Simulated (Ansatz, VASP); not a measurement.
# Sc in VASP and in Ansatz

```
Sc
1.0
    -2.05644    2.05644    2.05644
     2.05644   -2.05644    2.05644
     2.05644    2.05644   -2.05644
Sc
1
Direct
  0.00000 0.00000 0.00000
```

Alike in both runs: task single point; functional PBE; k mesh 6 × 6 × 6; occupations gaussian, width 0.1 eV; no spin polarisation.

|  | VASP | Ansatz |
| --- | --- | --- |
| version | VASP 6.6.1 | Ansatz 0.2.0 |
| potentials or method | VASP PAW PBE potentials, release 64 (Sc_sv), cutoff 500 eV | scalar-relativistic, plane waves, PAW |
| valence electrons in the cell | 11 | 11 |

|  | VASP | Ansatz | Ansatz less VASP |
| --- | --- | --- | --- |
| gap on the k mesh at the Fermi level (eV) | none | none | - |
| pressure (GPa) | -10.0 | -10.0 | +0.03 |

A gap of «none» marks a metal or a gap that the smearing closes. The functional is the same, so the differences come from potentials, cutoffs and numerics.

The k mesh is coarse, so the values compare programs but aren't converged.
